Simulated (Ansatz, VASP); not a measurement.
## Two plane-wave programs on TaN

```
Ta N
1.0
     5.19600    0.00000    0.00000
    -2.59800    4.49987    0.00000
     0.00000    0.00000    2.91100
Ta N
3 3
Direct
  0.33333 0.66667 0.50000
  0.66667 0.33333 0.50000
  0.00000 0.00000 0.00000
  0.39285 0.00000 0.00000
  0.60715 0.60715 0.00000
  0.00000 0.39285 0.00000
```

Alike in both runs: task single point; functional LDA; k mesh 4 × 4 × 6; occupations gaussian, width 0.05 eV; collinear spin; Hubbard terms Ta d U = 3.0 eV.

```csv
,VASP,Ansatz
version,VASP 6.6.1,Ansatz 0.2.0
potentials or method,"VASP PAW LDA potentials, release 64 (Ta_pv, N), cutoff 520 eV","scalar-relativistic, plane waves, PAW"
valence electrons in the cell,48,54
```

VASP gave:

```
gap on the k mesh at the Fermi level (eV)                     : none
pressure (GPa)                                                : 0.7
traceless stress, the component that is largest in VASP (GPa) : -0.09
rms of the force components (eV/Å)                            : 0.062
net moment per atom (μB)                                      : 0.00
```

**Question.** Which values does Ansatz return?

**Answer.** gap on the k mesh at the Fermi level (eV): none; pressure (GPa): -7.3; traceless stress, the component that is largest in VASP (GPa): -0.91; rms of the force components (eV/Å): 0.021; net moment per atom (μB): 0.00.

LDA's correlation is that of Perdew and Zunger in VASP and of Perdew and Wang (1992) in Ansatz. The programs project onto different local orbitals, so the same U acts differently, and such runs can settle in different states. Atom by atom the forces differ by 0.083 eV/Å (rms over components). A gap of «none» marks a metal or a gap that the smearing closes. VASP's potentials hold 48 valence electrons a cell and Ansatz's 54, so a difference there can come from the potentials and not from the codes. Ansatz's warnings: filled band counts differ across k points, seeded moment not kept, specified occupation not kept, symmetry narrowed by occupation matrices.

Spin-orbit coupling is off throughout.
